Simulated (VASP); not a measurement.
# B5Ru (P6/mmm) in VASP: a series of runs

B5Ru is run at these levels: PBE; tasks: single point, relaxation of cell and atoms.

Everything below comes from runs of VASP 6.6.1. Logs are shortened: lines on timing, memory, paths and dates and some standing lists are left out, and cuts for length are marked.

## 1. The cell of the first run

Symmetry: P6/mmm, No. 191, hexagonal system. The conventional cell has a = 3.178 Å, b = 3.178 Å, c = 5.360 Å, α = 90.00°, β = 90.00°, γ = 120.00°. Within 2.1 Å of B (site symmetry mmm) lie 8 B at 1.59 to 1.84 Å. B (site symmetry 6mm) has 1 Ru at 1.75 Å and 7 B at 1.84 to 1.85 Å within 2.3 Å. Ru (site symmetry 6/mmm) has 2 B at 1.75 Å within 2.3 Å.

The cell was built from a structure type or drawn by symmetry, and may not be a known phase.

## 2. Single point, PBE

File INCAR:

```
SYSTEM = B5Ru
ALGO = Normal ; EDIFF = 1E-6
ENCUT = 520 ; GGA = PE
ISIF = 2 ; ISMEAR = 0
LASPH = .True. ; LCHARG = .True.
LELF = .True. ; LREAL = .False.
LVHAR = .True. ; LWAVE = .False.
NBANDS = 24 ; NELM = 80
PREC = Accurate ; SIGMA = 0.1
```

File KPOINTS:

```
k-points
0
Gamma
  6 6 4
  0 0 0
```

File POSCAR:

```
B5Ru
1.0
    3.1783294000      0.0000000000      0.0000000000
   -1.5891647000      2.7525140000      0.0000000000
    0.0000000000      0.0000000000      5.3595682500
B Ru
5 1
Direct
    0.5000000000      0.0000000000      0.0000000000
    0.0000000000      0.5000000000      0.0000000000
    0.5000000000      0.5000000000      0.0000000000
    0.0000000000      0.0000000000      0.8272128400
    0.0000000000      0.0000000000      0.1727871600
    0.0000000000      0.0000000000      0.5000000000
```

Potentials or basis: VASP PAW PBE potentials, release 64 (B, Ru_pv).

On the command line:

```console
$ cat potpaw_PBE.64/B/POTCAR potpaw_PBE.64/Ru_pv/POTCAR > POTCAR
$ mpirun -np 1 vasp_std > vasp.out
```

OUTCAR:

```text
SYSTEM = B5Ru
   EDIFF = 1E-6
   ENCUT = 520
   GGA = PE
   ISIF = 2
   ISMEAR = 0
   LASPH = .True.
   LREAL = .False.
   NELM = 80
   PREC = Accurate

 ion  position               nearest neighbor table
   1  0.500  0.000  0.000-   2 1.59   3 1.59   3 1.59   2 1.59   4 1.84   4 1.84   5 1.84   5 1.84

   2  0.000  0.500  0.000-   1 1.59   1 1.59   3 1.59   3 1.59   4 1.84   5 1.84   4 1.84   5 1.84

   3  0.500  0.500  0.000-   1 1.59   1 1.59   2 1.59   2 1.59   4 1.84   5 1.84   4 1.84   5 1.84

   4  0.000  0.000  0.827-   6 1.75   3 1.84   2 1.84   2 1.84   3 1.84   1 1.84   1 1.84   5 1.85

   5  0.000  0.000  0.173-   6 1.75   3 1.84   2 1.84   2 1.84   3 1.84   1 1.84   1 1.84   4 1.85

   6  0.000  0.000  0.500-   4 1.75   5 1.75

  LATTYP: Found a hexagonal cell.
 ALAT       =     3.1783294000
 C/A-ratio  =     1.6862847035

  Lattice vectors:

 A1 = (   3.1783294000,   0.0000000000,   0.0000000000)
 A2 = (  -1.5891647000,   2.7525140000,   0.0000000000)
 A3 = (   0.0000000000,   0.0000000000,   5.3595682500)

Analysis of symmetry for initial positions (statically):
=====================================================================
 Subroutine PRICEL returns:
 Original cell was already a primitive cell.

 Routine SETGRP: Setting up the symmetry group for a
 hexagonal supercell.

 Subroutine GETGRP returns: Found 24 space group operations
 (whereof 24 operations were pure point group operations)
 out of a pool of 24 trial point group operations.

The static configuration has the point symmetry D_6h.

Analysis of symmetry for dynamics (positions and initial velocities):
=====================================================================
 Subroutine PRICEL returns:
 Original cell was already a primitive cell.

 Routine SETGRP: Setting up the symmetry group for a
 hexagonal supercell.

 Subroutine GETGRP returns: Found 24 space group operations
 (whereof 24 operations were pure point group operations)
 out of a pool of 24 trial point group operations.

The dynamic configuration has the point symmetry D_6h.

 Subroutine INISYM returns: Found 24 space group operations
 (whereof 24 operations are pure point group operations),
 and found     1 'primitive' translations

----------------------------------------------------------------------------------------

                                     Primitive cell

  volume of cell :      46.8876

  direct lattice vectors                    reciprocal lattice vectors
     3.178329400  0.000000000  0.000000000     0.314630699  0.181652119  0.000000000
    -1.589164700  2.752514000  0.000000000     0.000000000  0.363304238  0.000000000
     0.000000000  0.000000000  5.359568250     0.000000000  0.000000000  0.186582193

  length of vectors
     3.178329400  3.178329398  5.359568250     0.363304237  0.363304238  0.186582193

  position of ions in fractional coordinates (direct lattice)
     0.500000000  0.000000000  0.000000000
     1.000000000  0.500000000  0.000000000
     0.500000000  0.500000000  0.000000000
     0.000000000  0.000000000  0.827212840
     0.000000000  0.000000000  0.172787160
     0.000000000  0.000000000  0.500000000

  ion indices of the primitive-cell ions
   primitive index   ion index
                 1           1
                 2           2
                 3           3
                 4           4
                 5           5
                 6           6

----------------------------------------------------------------------------------------

 KPOINTS: k-points

Automatic generation of k-mesh.
 Grid dimensions read from file:
 generate k-points for:    6    6    4

 Generating k-lattice:

  Cartesian coordinates                     Fractional coordinates (reciprocal lattice)
     0.052438450  0.030275353  0.000000000     0.166666667 -0.000000000  0.000000000
     0.000000000  0.060550706  0.000000000     0.000000000  0.166666667  0.000000000
     0.000000000  0.000000000  0.046645548     0.000000000  0.000000000  0.250000000

  Length of vectors
     0.060550706  0.060550706  0.046645548

  Shift w.r.t. Gamma in fractional coordinates (k-lattice)
     0.000000000  0.000000000  0.000000000

 Subroutine IBZKPT returns following result:
 ===========================================

 Found     21 irreducible k-points:

 Following reciprocal coordinates:
            Coordinates               Weight
  0.000000  0.000000  0.000000      1.000000
  0.166667  0.000000  0.000000      6.000000
  0.333333  0.000000  0.000000      6.000000
  0.500000  0.000000  0.000000      3.000000
  0.166667  0.166667  0.000000      6.000000
  0.333333  0.166667  0.000000     12.000000
[... 13 lines left out ...]
  0.333333  0.166667  0.500000     12.000000
  0.333333  0.333333  0.500000      2.000000
   k-points           NKPTS =     21   k-points in BZ     NKDIM =     21   number of bands    NBANDS=     24
   number of dos      NEDOS =    301   number of ions     NIONS =      6
   total plane-waves  NPLWV =  23040
   dimension x,y,z NGX =    24 NGY =   24 NGZ =   40
   dimension x,y,z NGXF=    48 NGYF=   48 NGZF=   80
   ions per type =               5   1
   NGX,Y,Z   is equivalent  to a cutoff of  12.55, 12.55, 12.41 a.u.
   NGXF,Y,Z  is equivalent  to a cutoff of  25.11, 25.11, 24.81 a.u.
 SYSTEM =  B5Ru
   PREC   = accura    normal or accurate (medium, high low for compatibility)
   ISTART =      0    job   : 0-new  1-cont  2-samecut
   ICHARG =      2    charge: 1-file 2-atom 10-const
   ISPIN  =      1    spin polarized calculation?
   LNONCOLLINEAR =      F non collinear calculations
   LSORBIT =      F    spin-orbit coupling
   LASPH  =      T    aspherical Exc in radial PAW
   ENCUT  =  520.0 eV  38.22 Ry    6.18 a.u.   5.91  5.91  9.97*2*pi/ulx,y,z
   NELM   =     80;   NELMIN=  2; NELMDL= -5     # of ELM steps
   EDIFF  = 0.1E-05   stopping-criterion for ELM
   LREAL  =      F    real-space projection
   EDIFFG = 0.1E-04   stopping-criterion for IOM
   NSW    =      0    number of steps for IOM
   IBRION =     -1    ionic relax: 0-MD 1-quasi-New 2-CG
   NFREE  =      0    steps in history (QN), initial steepest desc. (CG)
   ISIF   =      2    stress and relaxation
   ISYM   =      2    0-nonsym 1-usesym 2-fastsym
   POTIM  = 0.5000    time-step for ionic-motion
   TEBEG  =    0.0;   TEEND  =   0.0 temperature during run
   PSTRESS=    0.0 pullay stress
   NELECT =      29.0000    total number of electrons
   NUPDOWN=      -1.0000    fix difference up-down
   EMIN   =  10.00;   EMAX   =-10.00  energy-range for DOS
   EFERMI =   0.00;   METHOD = LEGACY
   ISMEAR =     0;   SIGMA  =   0.10  broadening in eV -4-tet -1-fermi 0-gaus
   EFERMI_NEDOS =   21; number of points for ismear=-14 and -15
   IALGO  =     38    algorithm
   IMIX   =      4    mixing-type and parameters
     AMIX     =   0.40;   BMIX     =  1.00
     AMIX_MAG =   1.60;   BMIX_MAG =  1.00
  volume/ion in A,a.u.               =       7.81        52.74
  Fermi-wavevector in a.u.,A,eV,Ry     =   1.394830  2.635847 26.470841  1.945552
  Thomas-Fermi vector in A             =   2.518341
   LORBIT       =      0    0 simple, 1 ext, 2 COOP (PROOUT), +10 PAW based schemes
   GGA     = PE    functional components
   LHFCALC =     F    Hartree Fock is set to
   AEXX    =    0.0000 exact exchange contribution
   IVDW    =     0    specifies the selected vdW correction
   LEPSILON=     F    determine dielectric tensor
   LRPA    =     F    only Hartree local field effects (RPA)
 non-spin polarized calculation
 Gauss-broadening in eV      SIGMA  =   0.10
  energy-cutoff  :      520.00
  volume of cell :       46.89
 maximum number of plane-waves:      1290
 NGX is ok and might be reduce to    24
   NGX = 11   NGY = 11   NGZ = 19

 number of electron      29.0000008 magnetization

 Free energy of the ion-electron system (eV)
  ---------------------------------------------------
  ext. energy  EPLUGINS =         0.00000000
  ---------------------------------------------------
  free energy    TOTEN  =       -32.62840614 eV

  energy without entropy =      -32.61499880  energy(sigma->0) =      -32.62170247

 E-fermi :   9.1014     XC(G=0): -12.4214

 val. band max:        9.0700410955   @ k =   0.3333   0.1667   0.0000
 cond. band min:       9.1192874338   @ k =   0.3333   0.1667   0.5000
 fundamental gap:      0.0492463383
 Fermi energy:         9.1014003056

 k-point     1 :       0.0000    0.0000    0.0000
  band No.  band energies     occupation
      1     -33.8455      2.00000
      2     -32.9120      2.00000
      3     -32.9120      2.00000
      4     -10.6235      2.00000
      5      -1.8332      2.00000
      6      -0.9459      2.00000
[... 16 lines left out ...]
     23      18.4076      0.00000
     24      18.4076      0.00000

 k-point     2 :       0.1667    0.0000    0.0000
  band No.  band energies     occupation
      1     -33.8410      2.00000
      2     -32.9462      2.00000
      3     -32.9206      2.00000
      4     -10.2561      2.00000
      5      -1.8230      2.00000
      6      -1.4405      2.00000
[... 16 lines left out ...]
     23      17.6670      0.00000
     24      18.4135      0.00000

 k-point     3 :       0.3333    0.0000    0.0000
  band No.  band energies     occupation
      1     -33.8319      2.00000
      2     -33.0140      2.00000
      3     -32.9376      2.00000
      4      -9.1796      2.00000
      5      -4.5457      2.00000
      6      -1.0187      2.00000
[... 16 lines left out ...]
     23      18.0515      0.00000
     24      18.9949      0.00000

 k-point     4 :       0.5000    0.0000    0.0000
  band No.  band energies     occupation
      1     -33.8274      2.00000
      2     -33.0477      2.00000
      3     -32.9461      2.00000
      4      -7.9301      2.00000
      5      -6.4541      2.00000
      6      -1.1251      2.00000
[... 16 lines left out ...]
     23      18.6557      0.00000
     24      21.0031      0.00000

 k-point     5 :       0.1667    0.1667    0.0000
  band No.  band energies     occupation
      1     -33.8342      2.00000
      2     -32.9908      2.00000
      3     -32.9398      2.00000
      4      -9.5306      2.00000
      5      -3.0246      2.00000
      6      -2.6984      2.00000
[... 16 lines left out ...]
     23      18.4520      0.00000
     24      18.5336      0.00000

 k-point     6 :       0.3333    0.1667    0.0000
  band No.  band energies     occupation
      1     -33.8274      2.00000
      2     -33.0306      2.00000
      3     -32.9635      2.00000
      4      -8.1782      2.00000
      5      -5.5230      2.00000
      6      -3.3387      2.00000
[... 16 lines left out ...]
     23      18.4308      0.00000
     24      20.9440      0.00000
[... 298 lines left out ...]
 k-point    18 :       0.5000    0.0000    0.5000
  band No.  band energies     occupation
      1     -33.8275      2.00000
      2     -33.0477      2.00000
      3     -32.9461      2.00000
      4      -7.8765      2.00000
      5      -6.5021      2.00000
      6      -1.1139      2.00000
[... 16 lines left out ...]
     23      19.8565      0.00000
     24      19.9875      0.00000

 k-point    19 :       0.1667    0.1667    0.5000
  band No.  band energies     occupation
      1     -33.8343      2.00000
      2     -32.9908      2.00000
      3     -32.9398      2.00000
      4      -9.4833      2.00000
      5      -3.0833      2.00000
      6      -2.7240      2.00000
[... 16 lines left out ...]
     23      19.0507      0.00000
     24      20.7939      0.00000

 k-point    20 :       0.3333    0.1667    0.5000
  band No.  band energies     occupation
      1     -33.8275      2.00000
      2     -33.0306      2.00000
      3     -32.9634      2.00000
      4      -8.1383      2.00000
      5      -5.5587      2.00000
      6      -3.3740      2.00000
[... 16 lines left out ...]
     23      18.7029      0.00000
     24      19.7736      0.00000

 k-point    21 :       0.3333    0.3333    0.5000
  band No.  band energies     occupation
      1     -33.8252      2.00000
      2     -33.0077      2.00000
      3     -33.0077      2.00000
      4      -7.1642      2.00000
      5      -5.4521      2.00000
      6      -5.4521      2.00000
[... 16 lines left out ...]
     23      18.5473      0.00000
     24      19.2697      0.00000

------------------------ aborting loop because EDIFF is reached ----------------------------------------

  FORCE on cell =-STRESS in cart. coord.  units (eV):
  Direction    XX          YY          ZZ          XY          YZ          ZX
  --------------------------------------------------------------------------------------
  -------------------------------------------------------------------------------------
  Total       10.0353279     10.0353279     34.0756688      0.0000000      0.0000000      0.0000000
  in kB      342.9129622    342.9129617   1164.3853264      0.0000000      0.0000000      0.0000000
  external PRESSURE =     616.7370835 kB  Pullay stress =       0.0000000 kB

 VOLUME and BASIS-vectors are now :
 -----------------------------------------------------------------------------
  energy-cutoff  :      520.00
  volume of cell :       46.89
      direct lattice vectors                 reciprocal lattice vectors
     3.178329400  0.000000000  0.000000000     0.314630699  0.181652119  0.000000000
    -1.589164700  2.752514000  0.000000000     0.000000000  0.363304238  0.000000000
     0.000000000  0.000000000  5.359568250     0.000000000  0.000000000  0.186582193

 POSITION                                       TOTAL-FORCE (eV/Angst)
 -----------------------------------------------------------------------------------
      1.58916      0.00000      0.00000         0.000000      0.000000      0.000000
     -0.79458      1.37626      0.00000         0.000000      0.000000      0.000000
      0.79458      1.37626      0.00000         0.000000      0.000000      0.000000
      0.00000      0.00000      4.43350        -0.000000     -0.000000      2.827785
      0.00000      0.00000      0.92606        -0.000000      0.000000     -2.827785
      0.00000      0.00000      2.67978         0.000000      0.000000      0.000000
 -----------------------------------------------------------------------------------
    total drift:                                0.000000      0.000000     -0.000000

  FREE ENERGIE OF THE ION-ELECTRON SYSTEM (eV)
  ---------------------------------------------------
  free  energy   TOTEN  =       -32.6284061392 eV

  energy  without entropy=      -32.6149987950  energy(sigma->0) =      -32.62170247
```

Wall time 37 s (1 thread of Intel Xeon 8259CL, shared host); peak memory 0.17 GiB.

Results:

```yaml
Free_energy: -32.6284 eV
Pressure: 61.7 GPa
Largest_force: 2.828 eV/Å
Band_gap_on_the_k_mesh: zero (an odd number of electrons rules out a gap without spin polarisation)
```

Forces in eV/Å, atoms in the order of the input:
```
B    0.000  0.000  0.000
B    0.000  0.000  0.000
B    0.000  0.000  0.000
B    0.000  0.000  2.828
B    0.000  0.000 -2.828
Ru   0.000  0.000  0.000
```

Stress tensor (GPa, compression positive):
```
 34.29   0.00   0.00
  0.00  34.29   0.00
  0.00   0.00 116.44
```

Caveat: the k points lie up to 0.38 Å⁻¹ apart, too coarse for converged energies and pressures of a metal; forces of over 1 eV/Å act on the atoms, so gaps and moduli don't describe the material at rest.

(Continued in part 2 of 2.)
